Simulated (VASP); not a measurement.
# Cs2TlF3 in VASP: further runs

Cs2TlF3 is run at these levels: PBEsol, r2SCAN+rVV10; tasks: single point, relaxation of cell and atoms.

Everything below comes from runs of VASP 6.6.1. Logs are shortened: lines on timing, memory, paths and dates and some standing lists are left out, and cuts for length are marked.

### Step 1. The cell of the first run

Symmetry: P-3m1, No. 164, trigonal system. Conventional cell: a = 4.110 Å, b = 4.110 Å, c = 10.053 Å, α = 90.00°, β = 90.00°, γ = 120.00°. Within 4.3 Å of Cs (site symmetry 3m) lie 6 F at 2.95 to 2.96 Å and 3 Tl at 4.03 Å and 9 Cs at 4.11 to 4.25 Å. Within 3.7 Å of Tl (site symmetry -3m) lie 6 F at 2.81 Å. F (site symmetry 3m) has 3 Tl at 2.81 Å and 3 Cs at 2.95 Å and 3 F at 3.84 Å within 3.9 Å. F (site symmetry -3m) has 6 Cs at 2.96 Å within 3.9 Å.

### Step 2. Single point, PBEsol

Contents of INCAR:

```
SYSTEM = Cs2TlF3
PREC = Accurate
ENCUT = 520
EDIFF = 1E-6
ISMEAR = -1
SIGMA = 0.03
LREAL = .False.
LASPH = .True.
NELM = 60
ALGO = Normal
ISIF = 2
LWAVE = .False.
LCHARG = .False.
GGA = PS
NBANDS = 35
```

Contents of KPOINTS:

```
regular mesh
0
Gamma
  6 6 2
  0 0 0
```

Contents of POSCAR:

```
Cs2TlF3
1.0
    4.1099827447      0.0000000028      0.0000000000
   -2.0549913748      3.5593494647      0.0000000000
    0.0000000000      0.0000000000     10.0530267257
Cs Tl F
2 1 3
Direct
    0.3333333333      0.6666666667      0.8243372557
    0.6666666667      0.3333333333      0.1756627443
    0.0000000000      0.0000000000      0.5000000000
    0.3333333333      0.6666666667      0.3498892693
    0.6666666667      0.3333333333      0.6501107307
    0.0000000000      0.0000000000      0.0000000000
```

Potentials or basis: VASP PAW PBE potentials, release 64 (Cs_sv, Tl_d, F).

Started as:

```
> cat potpaw_PBE.64/Cs_sv/POTCAR potpaw_PBE.64/Tl_d/POTCAR potpaw_PBE.64/F/POTCAR > POTCAR
> mpirun -np 1 vasp_std > vasp.out
```

OUTCAR:

```text
SYSTEM = Cs2TlF3
   PREC = Accurate
   ENCUT = 520
   EDIFF = 1E-6
   ISMEAR = -1
   LREAL = .False.
   LASPH = .True.
   NELM = 60
   ISIF = 2
   GGA = PS

 ion  position               nearest neighbor table
   1  0.333  0.667  0.824-
   2  0.667  0.333  0.176-
   3  0.000  0.000  0.500-   4 2.81   5 2.81   5 2.81   4 2.81   5 2.81   4 2.81
   4  0.333  0.667  0.350-   3 2.81   3 2.81   3 2.81
   5  0.667  0.333  0.650-   3 2.81   3 2.81   3 2.81
   6  0.000  0.000  0.000-

  LATTYP: Found a hexagonal cell.
 ALAT       =     4.1099827447
 C/A-ratio  =     2.4460021733

  Lattice vectors:

 A1 = (   4.1099827447,   0.0000000028,   0.0000000000)
 A2 = (  -2.0549913748,   3.5593494647,   0.0000000000)
 A3 = (   0.0000000000,   0.0000000000,  10.0530267257)

Analysis of symmetry for initial positions (statically):
=====================================================================
 Subroutine PRICEL returns:
 Original cell was already a primitive cell.

 Routine SETGRP: Setting up the symmetry group for a
 hexagonal supercell.

 Subroutine GETGRP returns: Found 12 space group operations
 (whereof 12 operations were pure point group operations)
 out of a pool of 24 trial point group operations.

The static configuration has the point symmetry D_3d.

Analysis of symmetry for dynamics (positions and initial velocities):
=====================================================================
 Subroutine PRICEL returns:
 Original cell was already a primitive cell.

 Routine SETGRP: Setting up the symmetry group for a
 hexagonal supercell.

 Subroutine GETGRP returns: Found 12 space group operations
 (whereof 12 operations were pure point group operations)
 out of a pool of 24 trial point group operations.

The dynamic configuration has the point symmetry D_3d.

 Subroutine INISYM returns: Found 12 space group operations
 (whereof 12 operations are pure point group operations),
 and found     1 'primitive' translations

----------------------------------------------------------------------------------------

                                     Primitive cell

  volume of cell :     147.0644

  direct lattice vectors                    reciprocal lattice vectors
[... 82 lines left out ...]
   ENCUT  =  520.0 eV  38.22 Ry    6.18 a.u.   7.64  7.64 18.69*2*pi/ulx,y,z
   NELM   =     60;   NELMIN=  2; NELMDL= -5     # of ELM steps
   EDIFF  = 0.1E-05   stopping-criterion for ELM
   LREAL  =      F    real-space projection
   EDIFFG = 0.1E-04   stopping-criterion for IOM
   NSW    =      0    number of steps for IOM
   IBRION =     -1    ionic relax: 0-MD 1-quasi-New 2-CG
   NFREE  =      0    steps in history (QN), initial steepest desc. (CG)
   ISIF   =      2    stress and relaxation
   ISYM   =      2    0-nonsym 1-usesym 2-fastsym
   POTIM  = 0.5000    time-step for ionic-motion
   TEBEG  =    0.0;   TEEND  =   0.0 temperature during run
   PSTRESS=    0.0 pullay stress
   NELECT =      52.0000    total number of electrons
   NUPDOWN=      -1.0000    fix difference up-down
   EMIN   =  10.00;   EMAX   =-10.00  energy-range for DOS
   EFERMI =   0.00;   METHOD = LEGACY
   ISMEAR =    -1;   SIGMA  =   0.03  broadening in eV -4-tet -1-fermi 0-gaus
   EFERMI_NEDOS =   21; number of points for ismear=-14 and -15
   IALGO  =     38    algorithm
   IMIX   =      4    mixing-type and parameters
     AMIX     =   0.40;   BMIX     =  1.00
     AMIX_MAG =   1.60;   BMIX_MAG =  1.00
  volume/ion in A,a.u.               =      24.51       165.41
  Fermi-wavevector in a.u.,A,eV,Ry     =   1.157640  2.187622 18.233575  1.340130
  Thomas-Fermi vector in A             =   2.294249
   LORBIT       =      0    0 simple, 1 ext, 2 COOP (PROOUT), +10 PAW based schemes
   GGA     = PS    functional components
   LHFCALC =     F    Hartree Fock is set to
   AEXX    =    0.0000 exact exchange contribution
   IVDW    =     0    specifies the selected vdW correction
   LEPSILON=     F    determine dielectric tensor
   LRPA    =     F    only Hartree local field effects (RPA)
 non-spin polarized calculation
  energy-cutoff  :      520.00
  volume of cell :      147.06
 maximum number of plane-waves:      4015
 NGX is ok and might be reduce to    32
   NGX = 15   NGY = 15   NGZ = 37

 number of electron      52.0000010 magnetization

 Free energy of the ion-electron system (eV)
  ---------------------------------------------------
  ext. energy  EPLUGINS =         0.00000000
  ---------------------------------------------------
  free energy    TOTEN  =       -24.20637101 eV

  energy without entropy =      -24.20637101  energy(sigma->0) =      -24.20637101

 E-fermi :   0.9468     XC(G=0):  -9.0027

 val. band max:        0.2980877242   @ k =   0.3333   0.3333   0.5000
 cond. band min:       3.9447520485   @ k =   0.0000   0.0000   0.5000
 fundamental gap:      3.6466643243
 Fermi energy:         0.9467797674

 k-point     1 :       0.0000    0.0000    0.0000
  band No.  band energies     occupation
      1     -20.0183      2.00000
      2     -19.8656      2.00000
      3     -19.6625      2.00000
      4     -18.8491      2.00000
      5     -18.6313      2.00000
      6      -8.6166      2.00000
[... 521 lines left out ...]
     34       9.4370      0.00000
     35       9.6027      0.00000

------------------------ aborting loop because EDIFF is reached ----------------------------------------

  FORCE on cell =-STRESS in cart. coord.  units (eV):
  Direction    XX          YY          ZZ          XY          YZ          ZX
  --------------------------------------------------------------------------------------
  -------------------------------------------------------------------------------------
  Total       -0.0472159     -0.0472159     -0.0518035      0.0000000      0.0000000     -0.0000000
  in kB       -0.5143888     -0.5143888     -0.5643676      0.0000000      0.0000000     -0.0000000
  external PRESSURE =      -0.5310484 kB  Pullay stress =       0.0000000 kB

 VOLUME and BASIS-vectors are now :
 -----------------------------------------------------------------------------
  energy-cutoff  :      520.00
  volume of cell :      147.06
      direct lattice vectors                 reciprocal lattice vectors
     4.109982745  0.000000003  0.000000000     0.243310024  0.140475108  0.000000000
    -2.054991375  3.559349465  0.000000000    -0.000000000  0.280950216  0.000000000
     0.000000000  0.000000000 10.053026726     0.000000000  0.000000000  0.099472530

 POSITION                                       TOTAL-FORCE (eV/Angst)
 -----------------------------------------------------------------------------------
     -0.00000      2.37290      8.28708         0.000000      0.000000      0.000229
      2.05499      1.18645      1.76594         0.000000      0.000000     -0.000229
      0.00000      0.00000      5.02651         0.000000      0.000000      0.000000
     -0.00000      2.37290      3.51745         0.000000     -0.000000      0.007033
      2.05499      1.18645      6.53558        -0.000000     -0.000000     -0.007033
      0.00000      0.00000      0.00000         0.000000      0.000000      0.000000
 -----------------------------------------------------------------------------------
    total drift:                                0.000000      0.000000      0.000000

  FREE ENERGIE OF THE ION-ELECTRON SYSTEM (eV)
  ---------------------------------------------------
  free  energy   TOTEN  =       -24.2063710122 eV

  energy  without entropy=      -24.2063710121  energy(sigma->0) =      -24.20637101
```

OSZICAR:

```text
N       E                     dE             d eps       ncg     rms          rms(c)
DAV:   1     0.346807717695E+03    0.34681E+03   -0.25373E+04   980   0.134E+03
DAV:   2    -0.499667042537E+01   -0.35180E+03   -0.33923E+03  1256   0.291E+02
DAV:   3    -0.280874996327E+02   -0.23091E+02   -0.23015E+02  1071   0.736E+01
DAV:   4    -0.282811934967E+02   -0.19369E+00   -0.19351E+00  1215   0.742E+00
DAV:   5    -0.282829155815E+02   -0.17221E-02   -0.17217E-02  1143   0.669E-01    0.101E+01
DAV:   6    -0.242337146626E+02    0.40492E+01   -0.13256E+01  1093   0.295E+01    0.402E+00
DAV:   7    -0.243308358023E+02   -0.97121E-01   -0.32746E+00  1066   0.823E+00    0.318E+00
DAV:   8    -0.242434404954E+02    0.87395E-01   -0.36009E-01  1089   0.345E+00    0.115E+00
DAV:   9    -0.242055505267E+02    0.37890E-01   -0.73078E-02  1147   0.227E+00    0.490E-01
DAV:  10    -0.242057329888E+02   -0.18246E-03   -0.51684E-02  1127   0.120E+00    0.201E-01
DAV:  11    -0.242069830213E+02   -0.12500E-02   -0.10671E-02  1129   0.618E-01    0.157E-01
DAV:  12    -0.242063706731E+02    0.61235E-03   -0.21182E-03  1352   0.389E-01    0.400E-02
DAV:  13    -0.242063985882E+02   -0.27915E-04   -0.94262E-04  1100   0.181E-01    0.384E-02
DAV:  14    -0.242063705275E+02    0.28061E-04   -0.22598E-04  1149   0.828E-02    0.835E-03
DAV:  15    -0.242063706948E+02   -0.16736E-06   -0.18526E-05  1097   0.320E-02    0.418E-03
DAV:  16    -0.242063710122E+02   -0.31737E-06   -0.35558E-06   962   0.113E-02
   1 F= -.24206371E+02 E0= -.24206371E+02  d E =-.381693E-10
```

stdout:

```text
POSCAR found type information on POSCAR CsTlF
 POSCAR found :  3 types and       6 ions
 scaLAPACK will be used
 -----------------------------------------------------------------------------
|                                                                             |
|                                                                             |
|     You enforced a specific xc type in the INCAR file but a different       |
|     I HOPE YOU KNOW WHAT YOU ARE DOING!                                     |
|                                                                             |
 -----------------------------------------------------------------------------

 LDA part: xc-table for (Slater+PW92), standard interpolation
 POSCAR, INCAR and KPOINTS ok, starting setup
 FFT: planning ... GRIDC
 FFT: planning ... GRID_SOFT
 FFT: planning ... GRID
 WAVECAR not read
 entering main loop
```

It took 2 min on 1 thread of Oxide Virtual Turin-like, shared host; peak memory 0.27 GiB.

Results:

- Free energy: -24.2064 eV
- Pressure: -0.1 GPa
- Largest force: 0.007 eV/Å
- Band gap on the k mesh: 3.65 eV (least direct gap 4.00 eV)

Forces on the atoms (eV/Å):
```
Cs   0.000  0.000  0.000
Cs   0.000  0.000  0.000
Tl   0.000  0.000  0.000
F    0.000  0.000  0.007
F    0.000  0.000 -0.007
F    0.000  0.000  0.000
```

Levels at points of the mesh, in eV from the valence-band top:
```tsv
k point	band 24	band 25	band 26	band 27	band 28	band 29
(0.00, 0.00, 0.00)	-1.43	-1.43	-0.76	4.08	5.44	5.84
(0.50, 0.00, 0.00)	-1.30	-1.15	-0.08	4.09	4.94	5.17
(0.00, 0.00, 0.50)	-1.39	-1.39	-0.62	3.65	5.77	6.00
(0.50, 0.00, 0.50)	-1.22	-1.08	-0.06	3.94	4.80	5.90
```

Caveat: the PAW data sets were made with another functional, which shifts forces and pressure a little; spin-orbit coupling is left out, which moves the levels of the heavy elements. A k mesh can miss the band edges.

(Part 1 of 2 ends here.)
